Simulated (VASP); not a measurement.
# TiPt3 (P4/mmm) in VASP: a series of runs

Runs on TiPt3. Level: LDA. Tasks: single point.

Everything below comes from runs of VASP 6.6.1. Logs are shortened: lines on timing, memory, paths and dates and some standing lists are left out, and cuts for length are marked.

## 1. The cell of the first run

The structure is tetragonal, space group P4/mmm (No. 123). The conventional cell has a = 3.936 Å, b = 3.936 Å, c = 3.820 Å, α = 90.00°, β = 90.00°, γ = 90.00°. Within 3.6 Å of Ti (site symmetry 4/mmm) lie 12 Pt at 2.74 to 2.78 Å. Pt (site symmetry mmm) has 4 Ti at 2.74 Å and 8 Pt at 2.74 to 2.78 Å within 3.6 Å. Within 3.6 Å of Pt (site symmetry 4/mmm) lie 8 Pt at 2.74 Å and 4 Ti at 2.78 Å.

## 2. Single point, LDA

File INCAR:

```
SYSTEM = TiPt3
PREC = Accurate
ENCUT = 520
EDIFF = 1E-6
ISMEAR = -1
SIGMA = 0.05
LREAL = .FALSE.
LASPH = .TRUE.
NELM = 100
ALGO = Normal
ISIF = 2
LWAVE = .FALSE.
LCHARG = .FALSE.
NBANDS = 29
```

File KPOINTS:

```
Automatic mesh
0
G
  9 9 9
  0 0 0
```

File POSCAR:

```
TiPt3
1.0
    3.9359700000      0.0000000000      0.0000000000
    0.0000000000      3.9359700000      0.0000000000
    0.0000000000      0.0000000000      3.8202137045
Ti Pt
1 3
Direct
    0.0000000000      0.0000000000      0.0000000000
    0.0000000000      0.5000000000      0.5000000000
    0.5000000000      0.0000000000      0.5000000000
    0.5000000000      0.5000000000      0.0000000000
```

Potentials or basis: VASP PAW LDA potentials, release 64 (Ti_sv, Pt).

Command:

```console
> cat potpaw_LDA.64/Ti_sv/POTCAR potpaw_LDA.64/Pt/POTCAR > POTCAR
> mpirun -np 1 vasp_std > vasp.out
```

OUTCAR:

```text
SYSTEM = TiPt3
   PREC = Accurate
   ENCUT = 520
   EDIFF = 1E-6
   ISMEAR = -1
   LREAL = .FALSE.
   LASPH = .TRUE.
   NELM = 100
   ISIF = 2

 ion  position               nearest neighbor table
   1  0.000  0.000  0.000-   2 2.74   3 2.74   2 2.74   3 2.74   2 2.74   2 2.74   3 2.74   3 2.74
                             4 2.78   4 2.78   4 2.78   4 2.78
   2  0.000  0.500  0.500-   1 2.74   4 2.74   1 2.74   4 2.74   1 2.74   1 2.74   4 2.74   4 2.74
                             3 2.78   3 2.78   3 2.78   3 2.78
   3  0.500  0.000  0.500-   1 2.74   4 2.74   1 2.74   4 2.74   4 2.74   4 2.74   1 2.74   1 2.74
                             2 2.78   2 2.78   2 2.78   2 2.78
   4  0.500  0.500  0.000-   2 2.74   3 2.74   2 2.74   3 2.74   3 2.74   3 2.74   2 2.74   2 2.74
                             1 2.78   1 2.78   1 2.78   1 2.78

  LATTYP: Found a simple tetragonal cell.
 ALAT       =     3.9359700000
 C/A-ratio  =     0.9705901479

  Lattice vectors:

 A1 = (   3.9359700000,   0.0000000000,   0.0000000000)
 A2 = (   0.0000000000,   3.9359700000,   0.0000000000)
 A3 = (   0.0000000000,   0.0000000000,   3.8202137045)

Analysis of symmetry for initial positions (statically):
=====================================================================
 Subroutine PRICEL returns:
 Original cell was already a primitive cell.

 Routine SETGRP: Setting up the symmetry group for a
 simple tetragonal supercell.

 Subroutine GETGRP returns: Found 16 space group operations
 (whereof 16 operations were pure point group operations)
 out of a pool of 16 trial point group operations.

The static configuration has the point symmetry D_4h.

Analysis of symmetry for dynamics (positions and initial velocities):
=====================================================================
 Subroutine PRICEL returns:
 Original cell was already a primitive cell.

 Routine SETGRP: Setting up the symmetry group for a
 simple tetragonal supercell.

 Subroutine GETGRP returns: Found 16 space group operations
 (whereof 16 operations were pure point group operations)
 out of a pool of 16 trial point group operations.

The dynamic configuration has the point symmetry D_4h.

 Subroutine INISYM returns: Found 16 space group operations
 (whereof 16 operations are pure point group operations),
 and found     1 'primitive' translations

----------------------------------------------------------------------------------------

                                     Primitive cell
[... 90 lines left out ...]
   LNONCOLLINEAR =      F non collinear calculations
   LSORBIT =      F    spin-orbit coupling
   LASPH  =      T    aspherical Exc in radial PAW
   ENCUT  =  520.0 eV  38.22 Ry    6.18 a.u.   7.32  7.32  7.10*2*pi/ulx,y,z
   NELM   =    100;   NELMIN=  2; NELMDL= -5     # of ELM steps
   EDIFF  = 0.1E-05   stopping-criterion for ELM
   LREAL  =      F    real-space projection
   EDIFFG = 0.1E-04   stopping-criterion for IOM
   NSW    =      0    number of steps for IOM
[... 5 lines left out ...]
   TEBEG  =    0.0;   TEEND  =   0.0 temperature during run
   PSTRESS=    0.0 pullay stress
   NELECT =      42.0000    total number of electrons
   NUPDOWN=      -1.0000    fix difference up-down
   EMIN   =  10.00;   EMAX   =-10.00  energy-range for DOS
   EFERMI =   0.00;   METHOD = LEGACY
   ISMEAR =    -1;   SIGMA  =   0.05  broadening in eV -4-tet -1-fermi 0-gaus
   EFERMI_NEDOS =   21; number of points for ismear=-14 and -15
   IALGO  =     38    algorithm
   IMIX   =      4    mixing-type and parameters
     AMIX     =   0.40;   BMIX     =  1.00
     AMIX_MAG =   1.60;   BMIX_MAG =  1.00
  volume/ion in A,a.u.               =      14.80        99.85
  Fermi-wavevector in a.u.,A,eV,Ry     =   1.460251  2.759474 29.012153  2.132333
  Thomas-Fermi vector in A             =   2.576723
   LORBIT       =      0    0 simple, 1 ext, 2 COOP (PROOUT), +10 PAW based schemes
   GGA     = CA    functional components
   LHFCALC =     F    Hartree Fock is set to
   AEXX    =    0.0000 exact exchange contribution
   IVDW    =     0    specifies the selected vdW correction
   LEPSILON=     F    determine dielectric tensor
   LRPA    =     F    only Hartree local field effects (RPA)
 non-spin polarized calculation
  energy-cutoff  :      520.00
  volume of cell :       59.18
 maximum number of plane-waves:      1610
 NGX is ok and might be reduce to    30
   NGX = 15   NGY = 15   NGZ = 15

 number of electron      42.0000001 magnetization

 Free energy of the ion-electron system (eV)
  ---------------------------------------------------
  ext. energy  EPLUGINS =         0.00000000
  ---------------------------------------------------
  free energy    TOTEN  =       -34.60450675 eV

  energy without entropy =      -34.59342630  energy(sigma->0) =      -34.59896652

 E-fermi :  11.7105     XC(G=0): -13.5049

 val. band max:       11.6827341096   @ k =   0.1111   0.1111   0.1111
 cond. band min:      11.7152683943   @ k =   0.4444   0.1111   0.1111
 fundamental gap:      0.0325342847
 Fermi energy:        11.7105085606

 k-point     1 :       0.0000    0.0000    0.0000
  band No.  band energies     occupation
      1     -45.7539      2.00000
      2     -22.3653      2.00000
      3     -22.3653      2.00000
      4     -22.3566      2.00000
      5       1.4853      2.00000
      6       4.2741      2.00000
[... 757 lines left out ...]
     28      18.2065      0.00000
     29      18.6845      0.00000

 [... further k-points ...]

------------------------ aborting loop because EDIFF is reached ----------------------------------------

  FORCE on cell =-STRESS in cart. coord.  units (eV):
  Direction    XX          YY          ZZ          XY          YZ          ZX
  --------------------------------------------------------------------------------------
  -------------------------------------------------------------------------------------
  Total       -2.1626648     -2.1626648     -0.2902637      0.0000000     -0.0000000     -0.0000000
  in kB      -58.5475306    -58.5475306     -7.8580010      0.0000000     -0.0000000     -0.0000000
  external PRESSURE =     -41.6510207 kB  Pullay stress =       0.0000000 kB

 VOLUME and BASIS-vectors are now :
 -----------------------------------------------------------------------------
  energy-cutoff  :      520.00
  volume of cell :       59.18
      direct lattice vectors                 reciprocal lattice vectors
     3.935970000  0.000000000  0.000000000     0.254066977  0.000000000  0.000000000
     0.000000000  3.935970000  0.000000000     0.000000000  0.254066977  0.000000000
     0.000000000  0.000000000  3.820213704     0.000000000  0.000000000  0.261765461

 POSITION                                       TOTAL-FORCE (eV/Angst)
 -----------------------------------------------------------------------------------
      0.00000      0.00000      0.00000         0.000000      0.000000      0.000000
      0.00000      1.96799      1.91011         0.000000      0.000000      0.000000
      1.96799      0.00000      1.91011         0.000000      0.000000      0.000000
      1.96799      1.96799      0.00000         0.000000      0.000000      0.000000
 -----------------------------------------------------------------------------------
    total drift:                                0.000000      0.000000     -0.000000

  FREE ENERGIE OF THE ION-ELECTRON SYSTEM (eV)
  ---------------------------------------------------
  free  energy   TOTEN  =       -34.6045067469 eV

  energy  without entropy=      -34.5934262972  energy(sigma->0) =      -34.59896652
```

OSZICAR:

```text
N       E                     dE             d eps       ncg     rms          rms(c)
DAV:   1     0.370945988469E+03    0.37095E+03   -0.20883E+04  4350   0.156E+03
DAV:   2    -0.102996073445E+02   -0.38125E+03   -0.36185E+03  4560   0.404E+02
DAV:   3    -0.369936314896E+02   -0.26694E+02   -0.25462E+02  5388   0.101E+02
DAV:   4    -0.379246400579E+02   -0.93101E+00   -0.92751E+00  5446   0.176E+01
DAV:   5    -0.379477616468E+02   -0.23122E-01   -0.23118E-01  5243   0.279E+00    0.229E+01
DAV:   6    -0.359251158952E+02    0.20226E+01   -0.10888E+01  4681   0.289E+01    0.137E+01
DAV:   7    -0.356662550489E+02    0.25886E+00   -0.20648E+01  5516   0.296E+01    0.108E+01
DAV:   8    -0.347323218965E+02    0.93393E+00   -0.95980E-01  4699   0.946E+00    0.440E+00
DAV:   9    -0.346768888747E+02    0.55433E-01   -0.12489E+00  6163   0.655E+00    0.272E+00
DAV:  10    -0.346078488950E+02    0.69040E-01   -0.21563E-01  4955   0.344E+00    0.650E-01
DAV:  11    -0.346049960611E+02    0.28528E-02   -0.88168E-03  5683   0.629E-01    0.281E-01
DAV:  12    -0.346052079656E+02   -0.21190E-03   -0.67019E-04  4708   0.250E-01    0.256E-01
DAV:  13    -0.346045058767E+02    0.70209E-03   -0.22071E-03  5410   0.325E-01    0.226E-02
DAV:  14    -0.346045103460E+02   -0.44693E-05   -0.37059E-05  4826   0.445E-02    0.206E-02
DAV:  15    -0.346045069917E+02    0.33542E-05   -0.22101E-05  4993   0.315E-02    0.539E-03
DAV:  16    -0.346045067469E+02    0.24479E-06   -0.13355E-06  3141   0.963E-03
   1 F= -.34604507E+02 E0= -.34598967E+02  d E =-.110804E-01
```

Wall time 3 min (1 thread of Intel Xeon Platinum 8259CL at 2.50GHz (Skylake/Cascade Lake), shared host); peak memory 0.23 GiB.

Results:

| Property | Result |
| --- | --- |
| Free energy | -34.6045 eV |
| Pressure | -4.2 GPa |
| Band gap on the k mesh | zero (bands 21 and 22 overlap by 1.59 eV) |

Stress tensor (GPa, compression positive):
```
-5.85  0.00  0.00
 0.00 -5.85  0.00
 0.00  0.00 -0.79
```

Caveat: the stress differs along the axes, from -6 to -1 GPa; spin-orbit coupling is left out, which moves the levels of the heavy elements.

## 3. Single point, LDA

File INCAR:

```
SYSTEM = TiPt3
ALGO = Normal ; EDIFF = 1E-6
ENCUT = 520 ; ISIF = 2
ISMEAR = -1 ; LASPH = .True.
LCHARG = .False. ; LREAL = .False.
LWAVE = .False. ; NBANDS = 29
NELM = 80 ; PREC = Accurate
SIGMA = 0.05
```

File KPOINTS:

```
k-points
0
Gamma
  9 9 9
  0 0 0
```

File POSCAR:

```
TiPt3
1.0
    3.9749400000      0.0000000000      0.0000000000
    0.0000000000      3.9749400000      0.0000000000
    0.0000000000      0.0000000000      3.7456747405
Ti Pt
1 3
Direct
    0.0000000000      0.0000000000      0.0000000000
    0.0000000000      0.5000000000      0.5000000000
    0.5000000000      0.0000000000      0.5000000000
    0.5000000000      0.5000000000      0.0000000000
```

Potentials or basis: VASP PAW LDA potentials, release 64 (Ti_sv, Pt).

Command:

```console
> cat potpaw_LDA.64/Ti_sv/POTCAR potpaw_LDA.64/Pt/POTCAR > POTCAR
> mpirun -np 1 vasp_std > vasp.out
```

Wall time 2.6 min (1 thread of Intel Xeon Platinum 8259CL at 2.50GHz (Skylake/Cascade Lake), shared host); peak memory 0.23 GiB.

It converged, with:

```
Free energy            : -34.5503 eV
Pressure               : -3.9 GPa
Band gap on the k mesh : zero (bands 21 and 22 overlap by 1.55 eV)
```

Stress tensor (GPa, compression positive):
```
-7.14  0.00  0.00
 0.00 -7.14  0.00
 0.00  0.00  2.59
```

Levels at points of the mesh, in eV from the Fermi level:
| k point | band 19 | band 20 | band 21 | band 22 | band 23 | band 24 |
| --- | --- | --- | --- | --- | --- | --- |
| (0.00, 0.00, 0.00) | 0.20 | 0.20 | 1.23 | 1.23 | 1.31 | 1.43 |

Caveat: the stress differs along the axes, from -7 to 3 GPa; spin-orbit coupling is left out, which moves the levels of the heavy elements.

The gap in the log of VASP goes by the Fermi energy; the results here count the filled bands.